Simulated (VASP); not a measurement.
Input of a VASP 6.6.1 run:

INCAR

```
SYSTEM = BiTe
PREC     = Accurate       ! precision mode
ENCUT    = 500            ! plane-wave cutoff, eV
EDIFF    = 1E-6           ! SCF threshold, eV
ISMEAR   = 0              ! smearing method
SIGMA    = 0.05           ! smearing width, eV
LREAL    = .FALSE.        ! projectors in reciprocal space
LASPH    = .TRUE.         ! aspherical terms in the spheres
NELM     = 120            ! most SCF steps
ALGO     = Normal         ! electronic algorithm
ISIF     = 2              ! what is computed and relaxed
LWAVE    = .FALSE.        ! write WAVECAR
LCHARG   = .FALSE.        ! write CHGCAR
GGA      = PE             ! functional
NBANDS   = 18             ! bands
GGA_COMPAT= .FALSE.
```

The input KPOINTS:

```
regular mesh
0
G
  10 10 8
  0 0 0
```

POSCAR

```
BiTe
1.0
    4.1426838720      0.0110756300      0.0488442475
   -2.0617501591      3.5854005093     -0.0126104632
    0.0522664832      0.0145945323      4.4654879394
Bi Te
1 1
Direct
    0.0112710308     -0.0419013606     -0.0209046784
    0.6553956359      0.3752346940      0.5209046784
```

Potentials or basis: VASP PAW PBE potentials, release 64 (Bi_d, Te).

Command:

```sh
$ cat potpaw_PBE.64/Bi_d/POTCAR potpaw_PBE.64/Te/POTCAR > POTCAR
$ mpirun -np 1 vasp_std > vasp.out
```

Question: What does it give for the pressure?

Answer: 1.7 GPa.

Question: Estimate the largest force.

Answer: 0.573 eV/Å.

Question: Estimate the band gap on the k mesh.

Answer: Zero (an odd number of electrons rules out a gap without spin polarisation).

Stress tensor (GPa, compression positive):
```
-0.05  0.55 -0.64
 0.55  3.16  0.50
-0.64  0.50  2.07
```

Caveat: the cell differs from its parent crystal (atoms moved at random and the cell strained at random); spin-orbit coupling is left out, which moves the levels of the heavy elements.
